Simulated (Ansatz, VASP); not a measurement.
## BaAlGe in VASP and in Ansatz

```
Ba Al Ge
1.0
     4.35262    0.00000    0.00000
    -2.17631    3.76948    0.00000
     0.00000    0.00000    5.22777
Ba Al Ge
1 1 1
Direct
  0.00000 0.00000 0.00000
  0.66667 0.33333 0.50000
  0.33333 0.66667 0.50000
```

Alike in both runs: task single point; functional PBEsol; k mesh 10 × 10 × 7; occupations fermi-dirac, width 0.03 eV; no spin polarisation.

|  | VASP | Ansatz |
| --- | --- | --- |
| version | VASP 6.6.1 | Ansatz 0.2.0 |
| potentials or method | VASP PAW PBE potentials, release 64 (Ba_sv, Al, Ge_d), cutoff 520 eV | all-electron LAPW, scalar-relativistic |

|  | VASP | Ansatz | Ansatz less VASP |
| --- | --- | --- | --- |
| pressure (GPa) | -1.3 | -1.5 | -0.29 |
| traceless stress, the component that is largest in VASP (GPa) | -0.71 | -0.77 | -0.062 |

VASP's potentials were made for PBE, not for PBEsol. Ansatz ran all-electron here, and VASP with PAW potentials.

Neither program's run includes spin-orbit coupling.
